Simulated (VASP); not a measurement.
# BN (R3m) in VASP: notebook

BN is run at these levels: LDA; tasks: single point.

All numbers are computed with VASP 6.6.1; they aren't measurements. Logs are shortened: lines on timing, memory, paths and dates and some standing lists are left out, and cuts for length are marked.

### Step 1. The cell of the first run

The structure is trigonal, space group R3m (No. 160). Conventional cell: a = 2.702 Å, b = 2.702 Å, c = 9.309 Å, α = 90.00°, β = 90.00°, γ = 120.00°. Within 2.1 Å of B (site symmetry 3m) lie 3 N at 1.56 Å. Within 2.1 Å of N (site symmetry 3m) lie 3 B at 1.56 Å.

### Step 2. Single point, LDA, collinear spin, ferromagnetic start

INCAR reads:

```
SYSTEM = BN
PREC     = Accurate       ! precision mode
ENCUT    = 600            ! plane-wave cutoff, eV
EDIFF    = 1E-6           ! SCF threshold, eV
ISMEAR   = 0              ! smearing method
SIGMA    = 0.05           ! smearing width, eV
LREAL    = .FALSE.        ! projectors in reciprocal space
LASPH    = .TRUE.         ! aspherical terms in the spheres
NELM     = 200            ! most SCF steps
ALGO     = Normal         ! electronic algorithm
ISIF     = 2              ! what is computed and relaxed
LWAVE    = .FALSE.        ! write WAVECAR
LCHARG   = .FALSE.        ! write CHGCAR
ISPIN    = 2              ! spin polarisation
MAGMOM   = 0.2 0.2        ! initial moments
LORBIT   = 11             ! projections on sites
GGA      = CA             ! functional
NBANDS   = 15             ! bands
GGA_COMPAT= .FALSE.
```

KPOINTS reads:

```
Automatic mesh
0
G
  12 12 12
  0 0 0
```

POSCAR reads:

```
BN
1.0
    1.3512115259      0.7801223382      3.1030996510
   -1.3512115259      0.7801223382      3.1030996510
    0.0000000000     -1.5602446764      3.1030996510
B N
1 1
Direct
    0.9996712000      0.9996712000      0.9996712000
    0.3327618000      0.3327618000      0.3327618000
```

Potentials or basis: VASP PAW LDA potentials, release 64 (B, N).

Run with:

```sh
$ cat potpaw_LDA.64/B/POTCAR potpaw_LDA.64/N/POTCAR > POTCAR
$ mpirun -np 1 vasp_std > vasp.out
```

OUTCAR:

```text
SYSTEM = BN
   PREC = Accurate
   ENCUT = 600
   EDIFF = 1E-6
   ISMEAR = 0
   LREAL = .FALSE.
   LASPH = .TRUE.
   NELM = 200
   ISIF = 2
   ISPIN = 2
   LORBIT = 11
   GGA = CA

 ion  position               nearest neighbor table
   1  1.000  1.000  1.000-   2 1.56   2 1.56   2 1.56
   2  0.333  0.333  0.333-   1 1.56   1 1.56   1 1.56

  LATTYP: Found a trigonal (rhomboedric) cell.
 ALAT       =     3.4732680424
 COS(alpha) =     0.6973086034

  Lattice vectors:

 A1 = (   1.3512115259,   0.7801223382,   3.1030996510)
 A2 = (  -1.3512115259,   0.7801223382,   3.1030996510)
 A3 = (   0.0000000000,  -1.5602446764,   3.1030996510)

Analysis of symmetry for initial positions (statically):
=====================================================================
 Subroutine PRICEL returns:
 Original cell was already a primitive cell.

 Routine SETGRP: Setting up the symmetry group for a
 trigonal (rhombohedral) supercell.

 Subroutine GETGRP returns: Found  6 space group operations
 (whereof  6 operations were pure point group operations)
 out of a pool of 12 trial point group operations.

The static configuration has the point symmetry C_3v.

Analysis of symmetry for dynamics (positions and initial velocities):
=====================================================================
 Subroutine PRICEL returns:
 Original cell was already a primitive cell.

 Routine SETGRP: Setting up the symmetry group for a
 trigonal (rhombohedral) supercell.

 Subroutine GETGRP returns: Found  6 space group operations
 (whereof  6 operations were pure point group operations)
 out of a pool of 12 trial point group operations.

The dynamic configuration has the point symmetry C_3v.

Analysis of structural, dynamic, and magnetic symmetry:
=====================================================================
 Subroutine PRICEL returns:
 Original cell was already a primitive cell.

 Routine SETGRP: Setting up the symmetry group for a
 trigonal (rhombohedral) supercell.

 Subroutine GETGRP returns: Found  6 space group operations
 (whereof  6 operations were pure point group operations)
 out of a pool of 12 trial point group operations.

The overall configuration has the point symmetry C_3v.

 Subroutine INISYM returns: Found  6 space group operations
 (whereof  6 operations are pure point group operations),
 and found     1 'primitive' translations

----------------------------------------------------------------------------------------

                                     Primitive cell

  volume of cell :      19.6261

  direct lattice vectors                    reciprocal lattice vectors
     1.351211526  0.780122338  3.103099651     0.370038288  0.213641705  0.107419474
    -1.351211526  0.780122338  3.103099651    -0.370038288  0.213641705  0.107419474
     0.000000000 -1.560244676  3.103099651     0.000000000 -0.427283411  0.107419474

  length of vectors
     3.473268042  3.473268042  3.473268042     0.440579228  0.440579228  0.440579228

  position of ions in fractional coordinates (direct lattice)
     0.999671200  0.999671200  0.999671200
     0.332761800  0.332761800  0.332761800

  ion indices of the primitive-cell ions
   primitive index   ion index
                 1           1
                 2           2

----------------------------------------------------------------------------------------

 KPOINTS: Automatic mesh

Automatic generation of k-mesh.
 Grid dimensions read from file:
 generate k-points for:   12   12   12

 Generating k-lattice:

  Cartesian coordinates                     Fractional coordinates (reciprocal lattice)
     0.030836524  0.017803475  0.008951623     0.083333333  0.000000000  0.000000000
    -0.030836524  0.017803475  0.008951623     0.000000000  0.083333333  0.000000000
     0.000000000 -0.035606951  0.008951623     0.000000000  0.000000000  0.083333333

  Length of vectors
     0.036714936  0.036714936  0.036714936

  Shift w.r.t. Gamma in fractional coordinates (k-lattice)
     0.000000000  0.000000000  0.000000000

 Subroutine IBZKPT returns following result:
 ===========================================

 Found    189 irreducible k-points:

 Following reciprocal coordinates:
            Coordinates               Weight
  0.000000  0.000000  0.000000      1.000000
  0.083333 -0.000000 -0.000000      6.000000
  0.166667  0.000000  0.000000      6.000000
  0.250000 -0.000000  0.000000      6.000000
  0.333333 -0.000000 -0.000000      6.000000
  0.416667 -0.000000  0.000000      6.000000
[... 16 lines left out ...]
  0.500000  0.166667  0.000000     12.000000
 -0.416667  0.166667  0.000000     12.000000
 [... further k-points ...]
   k-points           NKPTS =    189   k-points in BZ     NKDIM =    189   number of bands    NBANDS=     15
   number of dos      NEDOS =    301   number of ions     NIONS =      2
   total plane-waves  NPLWV =  21952
   dimension x,y,z NGX =    28 NGY =   28 NGZ =   28
   dimension x,y,z NGXF=    56 NGYF=   56 NGZF=   56
   ions per type =               1   1
   NGX,Y,Z   is equivalent  to a cutoff of  13.40, 13.40, 13.40 a.u.
   NGXF,Y,Z  is equivalent  to a cutoff of  26.80, 26.80, 26.80 a.u.
 SYSTEM =  BN
   PREC   = accura    normal or accurate (medium, high low for compatibility)
   ISTART =      0    job   : 0-new  1-cont  2-samecut
   ICHARG =      2    charge: 1-file 2-atom 10-const
   ISPIN  =      2    spin polarized calculation?
   LNONCOLLINEAR =      F non collinear calculations
   LSORBIT =      F    spin-orbit coupling
   LASPH  =      T    aspherical Exc in radial PAW
   ENCUT  =  600.0 eV  44.10 Ry    6.64 a.u.   6.94  6.94  6.94*2*pi/ulx,y,z
   NELM   =    200;   NELMIN=  2; NELMDL= -5     # of ELM steps
   EDIFF  = 0.1E-05   stopping-criterion for ELM
   LREAL  =      F    real-space projection
   EDIFFG = 0.1E-04   stopping-criterion for IOM
   NSW    =      0    number of steps for IOM
   IBRION =     -1    ionic relax: 0-MD 1-quasi-New 2-CG
   NFREE  =      0    steps in history (QN), initial steepest desc. (CG)
   ISIF   =      2    stress and relaxation
   ISYM   =      2    0-nonsym 1-usesym 2-fastsym
   POTIM  = 0.5000    time-step for ionic-motion
   TEBEG  =    0.0;   TEEND  =   0.0 temperature during run
   PSTRESS=    0.0 pullay stress
   NELECT =       8.0000    total number of electrons
   NUPDOWN=      -1.0000    fix difference up-down
   EMIN   =  10.00;   EMAX   =-10.00  energy-range for DOS
   EFERMI =   0.00;   METHOD = LEGACY
   ISMEAR =     0;   SIGMA  =   0.05  broadening in eV -4-tet -1-fermi 0-gaus
   EFERMI_NEDOS =   21; number of points for ismear=-14 and -15
   IALGO  =     38    algorithm
   IMIX   =      4    mixing-type and parameters
     AMIX     =   0.40;   BMIX     =  1.00
     AMIX_MAG =   1.60;   BMIX_MAG =  1.00
  volume/ion in A,a.u.               =       9.81        66.22
  Fermi-wavevector in a.u.,A,eV,Ry     =   1.213837  2.293820 20.046838  1.473401
  Thomas-Fermi vector in A             =   2.349277
   LORBIT       =     11    0 simple, 1 ext, 2 COOP (PROOUT), +10 PAW based schemes
   GGA     = CA    functional components
   LHFCALC =     F    Hartree Fock is set to
   AEXX    =    0.0000 exact exchange contribution
   IVDW    =     0    specifies the selected vdW correction
   LEPSILON=     F    determine dielectric tensor
   LRPA    =     F    only Hartree local field effects (RPA)
 spin polarized calculation
 Gauss-broadening in eV      SIGMA  =   0.05
  energy-cutoff  :      600.00
  volume of cell :       19.63
 maximum number of plane-waves:       678
   NGX = 13   NGY = 13   NGZ = 13

 number of electron       8.0000000 magnetization      -0.0001313

 number of electron       8.0000000 magnetization       0.0001761

 Free energy of the ion-electron system (eV)
  ---------------------------------------------------
  ext. energy  EPLUGINS =         0.00000000
  ---------------------------------------------------
  free energy    TOTEN  =       -18.56863282 eV

  energy without entropy =      -18.56863282  energy(sigma->0) =      -18.56863282

 E-fermi :   2.0459     XC(G=0): -10.4435

 val. band max:        1.8334279816   @ k =  -0.1667   0.4167   0.0833
 cond. band min:       5.2146084227   @ k =   0.5000   0.5000  -0.0000
 fundamental gap:      3.3811804412
 Fermi energy:         2.0459135079

 spin component 1

 k-point     1 :       0.0000    0.0000    0.0000
  band No.  band energies     occupation
      1     -14.6727      1.00000
      2      -0.7642      1.00000
      3       0.2606      1.00000
      4       0.2606      1.00000
      5       6.7610      0.00000
      6      11.5228      0.00000
      7      11.5228      0.00000
      8      12.2864      0.00000
      9      13.8552      0.00000
     10      24.0412      0.00000
     11      27.0073      0.00000
     12      27.0073      0.00000
     13      28.1616      0.00000
     14      29.4295      0.00000
[... 403 lines left out ...]
      4       1.6299      1.00000
      5       6.2734      0.00000
      6      11.1637      0.00000
      7      13.8426      0.00000
      8      15.1392      0.00000
      9      17.8783      0.00000
     10      20.0344      0.00000
     11      22.2353      0.00000
     12      24.9607      0.00000
     13      27.2057      0.00000
     14      32.0748      0.00000
     15      36.3001      0.00000

 [... further k-points ...]

 spin component 2

 k-point     1 :       0.0000    0.0000    0.0000
  band No.  band energies     occupation
      1     -14.6725      1.00000
      2      -0.7640      1.00000
      3       0.2608      1.00000
      4       0.2608      1.00000
      5       6.7610      0.00000
      6      11.5229      0.00000
      7      11.5229      0.00000
      8      12.2866      0.00000
      9      13.8552      0.00000
     10      24.0414      0.00000
     11      27.0075      0.00000
     12      27.0075      0.00000
     13      28.1616      0.00000
     14      29.4296      0.00000
[... 403 lines left out ...]
      4       1.6301      1.00000
      5       6.2736      0.00000
      6      11.1638      0.00000
      7      13.8426      0.00000
      8      15.1392      0.00000
      9      17.8784      0.00000
     10      20.0345      0.00000
     11      22.2354      0.00000
     12      24.9608      0.00000
     13      27.2058      0.00000
     14      32.0749      0.00000
     15      36.3002      0.00000

 [... further k-points ...]
[... 5 lines left out ...]
  --------------------------------------------------------------------------------------
  -------------------------------------------------------------------------------------
  Total       -8.2931970     -8.2931970      0.0675240      0.0000000      0.0000000     -0.0000000
  in kB     -677.0169426   -677.0169426      5.5123362      0.0000000      0.0000000     -0.0000000
  external PRESSURE =    -449.5071830 kB  Pullay stress =       0.0000000 kB

 VOLUME and BASIS-vectors are now :
 -----------------------------------------------------------------------------
  energy-cutoff  :      600.00
  volume of cell :       19.63
      direct lattice vectors                 reciprocal lattice vectors
     1.351211526  0.780122338  3.103099651     0.370038288  0.213641705  0.107419474
    -1.351211526  0.780122338  3.103099651    -0.370038288  0.213641705  0.107419474
     0.000000000 -1.560244676  3.103099651     0.000000000 -0.427283411  0.107419474

 POSITION                                       TOTAL-FORCE (eV/Angst)
 -----------------------------------------------------------------------------------
      0.00000      0.00000      9.30624         0.000000     -0.000000      0.090058
      0.00000      0.00000      3.09778         0.000000      0.000000     -0.090058
 -----------------------------------------------------------------------------------
    total drift:                               -0.000000     -0.000000     -0.000017

  FREE ENERGIE OF THE ION-ELECTRON SYSTEM (eV)
  ---------------------------------------------------
  free  energy   TOTEN  =       -18.5686328202 eV

  energy  without entropy=      -18.5686328202  energy(sigma->0) =      -18.56863282

 total charge

# of ion       s       p       d       tot
------------------------------------------
    1        0.655   1.158   0.000   1.813
    2        1.184   2.580   0.000   3.764
--------------------------------------------------
tot          1.839   3.738   0.000   5.577

 magnetization (x)

# of ion       s       p       d       tot
------------------------------------------
    1       -0.000  -0.000   0.000  -0.000
    2       -0.000   0.000   0.000  -0.000
--------------------------------------------------
tot         -0.000   0.000   0.000  -0.000
```

It used 380 s of CPU time on 1 thread of AMD EPYC 7R13 Processor (Zen 3), on a shared host.

What came out:

| Property | Result |
| --- | --- |
| Free energy | -18.5686 eV |
| Pressure | -45.0 GPa |
| Largest force | 0.090 eV/Å |
| Band gap on the k mesh | 3.38 eV, indirect (least direct gap 4.05 eV) |
| Net moment | 0.00 μB per cell |
| Valence electrons inside the program's atomic spheres | B 1.81; N 3.76 |

Forces on the atoms (eV/Å):
```
B    0.000  0.000  0.090
N    0.000  0.000 -0.090
```

Stress tensor (GPa, compression positive):
```
-67.70   0.00   0.00
  0.00 -67.70   0.00
  0.00   0.00   0.55
```

Levels at points of the mesh, in eV from the valence-band top:
Spin up:
```
           k point  band 1  band 2  band 3  band 4  band 5  band 6  band 7  band 8
(0.00, 0.00, 0.00)  -16.51   -2.60   -1.57   -1.57    4.93    9.69    9.69   10.45
(0.50, 0.00, 0.00)  -13.84   -8.21   -3.77   -0.32    4.62    7.81   11.87   14.59
(0.50, 0.50, 0.00)  -13.69   -7.94   -3.94   -1.29    3.38    7.40   13.20   16.33
(0.50, 0.50, 0.50)  -15.97   -5.70   -1.63   -1.63    8.76    9.25    9.52    9.52
```
Spin down:
```
           k point  band 2  band 3  band 4  band 5  band 6  band 7
(0.00, 0.00, 0.00)   -2.60   -1.57   -1.57    4.93    9.69    9.69
(0.50, 0.00, 0.00)   -8.21   -3.77   -0.32    4.62    7.81   11.87
(0.50, 0.50, 0.00)   -7.94   -3.94   -1.29    3.38    7.40   13.20
(0.50, 0.50, 0.50)   -5.70   -1.63   -1.63    8.76    9.25    9.52
```

[end of part 1 of 2]
